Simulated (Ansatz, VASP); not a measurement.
## One calculation of ZnS, two programs

```xyz
2
Lattice="0.0000 2.7212 2.7212 2.7212 0.0000 2.7212 2.7212 2.7212 0.0000" Properties=species:S:1:pos:R:3 pbc="T T T"
Zn    0.0000    0.0000    0.0000
S     1.3606    1.3606    1.3606
```

Alike in both runs: functional PBE; k mesh 8 × 8 × 8; occupations gaussian, width 0.02 eV; no spin polarisation.

Ansatz relaxed the structure, and its values are those at the end. VASP's run is a single point on that final structure, the one shown.

```csv
,VASP,Ansatz
version,VASP 6.6.1,Ansatz 0.2.0
potentials or method,"VASP PAW PBE potentials, release 64 (Zn, S), cutoff 520 eV","scalar-relativistic, plane waves, PAW"
valence electrons in the cell,18,18
```

Ansatz gave:

* gap on the k mesh at the Fermi level (eV): 2.02
* least direct gap on the mesh (eV): 2.02
* pressure (GPa): 0.0

What did VASP give for the same quantities?

gap on the k mesh at the Fermi level (eV): 2.02; least direct gap on the mesh (eV): 2.02; pressure (GPa): 0.2.
